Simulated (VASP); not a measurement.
Wanted: the native input for a VASP 6.6.1 run.

| Item | Value |
| --- | --- |
| Task | single point |
| Functional | PBEsol |
| Potentials or basis | VASP PAW PBE potentials, release 64 (Ag, Ti_sv) |
| Cutoff | 520 eV |
| k mesh | 7 × 7 × 7 |
| Occupations | fermi-dirac, width 0.05 eV |
| Spin | no spin polarisation |
| Dipole correction | no |
| Further INCAR settings | ALGO = Fast; EDIFF = 1e-06; NBANDS = 32 |

The structure of Ti3Ag lies in POSCAR:

```
Ti3Ag
1.0
    4.1527448565      0.0000000000      0.0000000000
    0.0000000000      4.1527448565      0.0000000000
    0.0000000000      0.0000000000      4.1527448565
Ag Ti
1 3
Direct
    0.0000000000      0.0000000000      0.0000000000
    0.0000000000      0.5000000000      0.5000000000
    0.5000000000      0.0000000000      0.5000000000
    0.5000000000      0.5000000000      0.0000000000
```

This cell differs from its parent crystal: volume scaled by 1.04.

The input as run:

INCAR

```
SYSTEM = Ti3Ag
  PREC = Accurate
  ENCUT = 520
  EDIFF = 1E-6
  ISMEAR = -1
  SIGMA = 0.05
  LREAL = .False.
  LASPH = .True.
  NELM = 100
  ALGO = Fast
  ISIF = 2
  LWAVE = .False.
  LCHARG = .False.
  GGA = PS
  NBANDS = 32
```

KPOINTS

```
Automatic mesh
0
Gamma
  7 7 7
  0 0 0
```

Potentials or basis: VASP PAW PBE potentials, release 64 (Ag, Ti_sv).

Run with:

```console
$ cat potpaw_PBE.64/Ag/POTCAR potpaw_PBE.64/Ti_sv/POTCAR > POTCAR
$ mpirun -np 1 vasp_std > vasp.out
```

Results of the run:

```yaml
Pressure: -9.0 GPa
```

Caveat: the PAW data sets were made with another functional, which shifts forces and pressure a little.

Run time: 85 s on 1 thread of Intel(R) Xeon(R) Platinum 8259CL CPU @ 2.50GHz (Skylake/Cascade Lake) (shared host), peak memory 0.19 GiB.
